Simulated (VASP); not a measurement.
# TiAl (P-6m2) in VASP: further runs, part 2 of 2

VASP 6.6.1. Earlier steps stand in the parts before.

## Step 3: Single point, PBEsol (strain +0.040 along x and y, -0.040 along z)

Contents of INCAR:

```
SYSTEM = TiAl
ALGO = Fast ; EDIFF = 1E-7
ENCUT = 520 ; GGA = PS
ISIF = 2 ; ISMEAR = 0
LASPH = .TRUE. ; LCHARG = .FALSE.
LREAL = .FALSE. ; LWAVE = .FALSE.
NBANDS = 14 ; NELM = 60
PREC = Accurate ; SIGMA = 0.15
```

Contents of KPOINTS:

```
k-points
0
G
  24 24 14
  0 0 0
```

Contents of POSCAR:

```
TiAl
1.0
    2.9617341361      0.0000000000      0.0000000000
   -1.4808670680      2.5649370011      0.0000000000
    0.0000000000      0.0000000000      4.4351469498
Ti Al
1 1
Direct
    0.0000000000      0.0000000000      0.0000000000
    0.3333333333      0.6666666667      0.5000000000
```

Potentials or basis: VASP PAW PBE potentials, release 64 (Ti_sv, Al).

Command:

```bash
$ cat potpaw_PBE.64/Ti_sv/POTCAR potpaw_PBE.64/Al/POTCAR > POTCAR
$ mpirun -np 1 vasp_std > vasp.out
```

OUTCAR:

```text
SYSTEM = TiAl
   EDIFF = 1E-7
   ENCUT = 520
   GGA = PS
   ISIF = 2
   ISMEAR = 0
   LASPH = .TRUE.
   LREAL = .FALSE.
   NELM = 60
   PREC = Accurate

 ion  position               nearest neighbor table
   1  0.000  0.000  0.000-   2 2.80   2 2.80   2 2.80   2 2.80   2 2.80   2 2.80
   2  0.333  0.667  0.500-   1 2.80   1 2.80   1 2.80   1 2.80   1 2.80   1 2.80

  LATTYP: Found a hexagonal cell.
 ALAT       =     2.9617341361
 C/A-ratio  =     1.4974831453

  Lattice vectors:

 A1 = (   2.9617341361,   0.0000000000,   0.0000000000)
 A2 = (  -1.4808670680,   2.5649370011,   0.0000000000)
 A3 = (   0.0000000000,   0.0000000000,   4.4351469498)

Analysis of symmetry for initial positions (statically):
=====================================================================
 Subroutine PRICEL returns:
 Original cell was already a primitive cell.

 Routine SETGRP: Setting up the symmetry group for a
 hexagonal supercell.

 Subroutine GETGRP returns: Found 12 space group operations
 (whereof 12 operations were pure point group operations)
 out of a pool of 24 trial point group operations.

The static configuration has the point symmetry D_3h.

Analysis of symmetry for dynamics (positions and initial velocities):
=====================================================================
 Subroutine PRICEL returns:
 Original cell was already a primitive cell.

 Routine SETGRP: Setting up the symmetry group for a
 hexagonal supercell.

 Subroutine GETGRP returns: Found 12 space group operations
 (whereof 12 operations were pure point group operations)
 out of a pool of 24 trial point group operations.

The dynamic configuration has the point symmetry D_3h.

 Subroutine INISYM returns: Found 12 space group operations
 (whereof 12 operations are pure point group operations),
 and found     1 'primitive' translations

----------------------------------------------------------------------------------------

[... 117 lines left out ...]
   GGA     = PS    functional components
   LHFCALC =     F    Hartree Fock is set to
   AEXX    =    0.0000 exact exchange contribution
   IVDW    =     0    specifies the selected vdW correction
   LEPSILON=     F    determine dielectric tensor
   LRPA    =     F    only Hartree local field effects (RPA)
 non-spin polarized calculation
 RMM-DIIS sequential band-by-band and
 Gauss-broadening in eV      SIGMA  =   0.15
  energy-cutoff  :      520.00
  volume of cell :       33.69
 maximum number of plane-waves:       942
 NGX is ok and might be reduce to    24
   NGX = 11   NGY = 11   NGZ = 17

 number of electron      14.9999998 magnetization

 Free energy of the ion-electron system (eV)
  ---------------------------------------------------
  ext. energy  EPLUGINS =         0.00000000
  ---------------------------------------------------
  free energy    TOTEN  =       -12.88488595 eV

  energy without entropy =      -12.85256017  energy(sigma->0) =      -12.86872306

 E-fermi :   7.5967     XC(G=0): -10.9845

 val. band max:        7.5962940292   @ k =   0.2500   0.1667   0.3571
 cond. band min:       7.5982291039   @ k =   0.3750   0.1250   0.4286
 fundamental gap:      0.0019350747
 Fermi energy:         7.5966603988

 k-point     1 :       0.0000    0.0000    0.0000
  band No.  band energies     occupation
      1     -48.7585      2.00000
      2     -25.1863      2.00000
      3     -24.8376      2.00000
      4     -24.8376      2.00000
      5      -1.0976      2.00000
      6       5.6360      2.00000
      7       6.5021      2.00000
      8       8.7761      0.00000
      9       8.7761      0.00000
     10      10.0560      0.00000
     11      10.0560      0.00000
     12      12.4247      0.00000
     13      19.4602      0.00000
     14      19.4602      0.00000
[... 377 lines left out ...]
      1     -48.6925      2.00000
      2     -25.2657      2.00000
      3     -25.1167      2.00000
      4     -24.9424      2.00000
      5       3.6725      2.00000
      6       4.7922      2.00000
      7       6.2146      2.00000
      8       6.7755      2.00000
      9       9.3615      0.00000
     10      11.0998      0.00000
     11      11.7232      0.00000
     12      12.2288      0.00000
     13      13.3872      0.00000
     14      14.3189      0.00000

 [... further k-points ...]
[... 5 lines left out ...]
  --------------------------------------------------------------------------------------
  -------------------------------------------------------------------------------------
  Total       -1.1528368     -1.1528368      0.6685081     -0.0000000      0.0000000      0.0000000
  in kB      -54.8210843    -54.8210843     31.7897027     -0.0000000      0.0000000      0.0000000
  external PRESSURE =     -25.9508220 kB  Pullay stress =       0.0000000 kB

 VOLUME and BASIS-vectors are now :
 -----------------------------------------------------------------------------
  energy-cutoff  :      520.00
  volume of cell :       33.69
      direct lattice vectors                 reciprocal lattice vectors
     2.961734136  0.000000000  0.000000000     0.337640029  0.194936562  0.000000000
    -1.480867068  2.564937001  0.000000000     0.000000000  0.389873123  0.000000000
     0.000000000  0.000000000  4.435146950     0.000000000  0.000000000  0.225471672

 POSITION                                       TOTAL-FORCE (eV/Angst)
 -----------------------------------------------------------------------------------
      0.00000      0.00000      0.00000         0.000000     -0.000000      0.000000
     -0.00000      1.70996      2.21757        -0.000000      0.000000      0.000000
 -----------------------------------------------------------------------------------
    total drift:                                0.000000     -0.000000      0.000000

  FREE ENERGIE OF THE ION-ELECTRON SYSTEM (eV)
  ---------------------------------------------------
  free  energy   TOTEN  =       -12.8848859512 eV

  energy  without entropy=      -12.8525601729  energy(sigma->0) =      -12.86872306
```

OSZICAR:

```text
N       E                     dE             d eps       ncg     rms          rms(c)
DAV:   1     0.990811869558E+02    0.99081E+02   -0.70955E+03 13676   0.108E+03
DAV:   2    -0.887609318577E+01   -0.10796E+03   -0.10384E+03 14066   0.299E+02
DAV:   3    -0.145421393492E+02   -0.56660E+01   -0.55447E+01 20776   0.657E+01
[... 27 lines left out ...]
RMM:  31    -0.128848863488E+02    0.85188E-06   -0.28230E-06 20656   0.150E-02    0.185E-02
RMM:  32    -0.128848858441E+02    0.50470E-06   -0.18616E-06 18949   0.119E-02    0.113E-02
RMM:  33    -0.128848857099E+02    0.13427E-06   -0.15132E-06 18010   0.112E-02    0.361E-03
RMM:  34    -0.128848858652E+02   -0.15536E-06   -0.10408E-06 16855   0.831E-03    0.218E-03
RMM:  35    -0.128848859512E+02   -0.86005E-07   -0.35868E-07 13192   0.401E-03
   1 F= -.12884886E+02 E0= -.12868723E+02  d E =-.323258E-01
```

stdout:

```text
POSCAR found type information on POSCAR TiAl
 POSCAR found :  2 types and       2 ions
 scaLAPACK will be used
 -----------------------------------------------------------------------------
|                                                                             |
[... 45 lines left out ...]
WARNING in EDDRMM: call to ZHEGV failed, returncode =   8  4     12
WARNING in EDDRMM: call to ZHEGV failed, returncode =   8  4      5
WARNING in EDDRMM: call to ZHEGV failed, returncode =   6  3      6
WARNING in EDDRMM: call to ZHEGV failed, returncode =   6  3     13
 num prob WARNING in EDDRMM: call to ZHEGV failed, returncode =   6  3      8
 num prob  num prob  num prob  num prob  num prob  num prob  num prob  num prob  num prob  num prob  num prob  num prob  num prob  num prob  num prob  num prob  num prob RMM:  35    -0.128848859512E+02   -0.86005E-07   -0.35868E-07 13192   0.401E-03
```

It took 3.6 min on 1 thread of Intel Xeon 6975P-C (Granite Rapids), shared host; peak memory 0.35 GiB.

What came out:

- Free energy: -12.8849 eV
- Pressure: -2.6 GPa

Caveat: the cell differs from its parent crystal (strain +0.040 along x and y, -0.040 along z); the PAW data sets were made with another functional, which shifts forces and pressure a little.
